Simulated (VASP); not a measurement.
Re: single point with PBE

Re:

```xyz
2
Lattice="2.7748 0.0000 0.0000 -1.3874 2.4031 0.0000 0.0000 0.0000 4.4842" Properties=species:S:1:pos:R:3 pbc="T T T"
Re    0.0000    1.6840    0.8781
Re    1.3874    0.7190    3.6062
```

This cell differs from its parent crystal: atoms displaced along several vibrational modes.

```json
{
 "Program": "VASP 6.6.1",
 "Task": "single point",
 "Functional": "PBE",
 "Potentials or basis": "VASP PAW PBE potentials, release 64 (Re)",
 "Cutoff": "520 eV",
 "k mesh": "18 × 18 × 10",
 "Occupations": "gaussian, width 0.15 eV",
 "Spin": "no spin polarisation",
 "Dipole correction": "no",
 "Further INCAR settings": "ALGO = Fast; EDIFF = 1e-07; NBANDS = 14"
}
```

```
Pressure               : 42.9 GPa
Largest force          : 8.283 eV/Å
Band gap on the k mesh : zero (bands 7 and 8 overlap by 2.76 eV)
```

Forces on the atoms (eV/Å):
```
Re   0.000 -1.588  8.129
Re   0.000  1.588 -8.129
```

Stress tensor (GPa, compression positive):
```
 29.84   0.00   0.00
  0.00  44.33 -11.27
  0.00 -11.27  54.55
```

Levels at points of the mesh, in eV from the Fermi level:
```
           k point  band 5  band 6  band 7  band 8  band 9  band 10
(0.00, 0.00, 0.00)   -2.78   -2.63   -1.54    0.63    1.63     2.52
(0.50, 0.00, 0.00)   -1.54   -1.10    0.30    3.40    3.41     4.91
(0.00, 0.50, 0.00)   -1.98   -1.71   -0.38    2.81    3.95     4.97
(0.00, 0.00, 0.50)   -2.94   -2.81   -2.78    0.72    1.27     2.52
(0.50, 0.00, 0.50)   -1.72    0.92    0.93    2.18    2.52     3.48
(0.00, 0.50, 0.50)   -1.98    0.86    1.36    2.22    2.83     2.90
```

Wall time 9.2 min on 1 thread of Oxide Virtual Turin-like Processor, with other jobs on the host, peak memory 0.39 GiB.

Caveat: the cell differs from its parent crystal (atoms displaced along several vibrational modes); the stress differs along the axes, from 30 to 55 GPa; spin-orbit coupling is left out, which moves the levels of the heavy elements; forces of over 1 eV/Å act on the atoms, so gaps and moduli don't describe the material at rest.
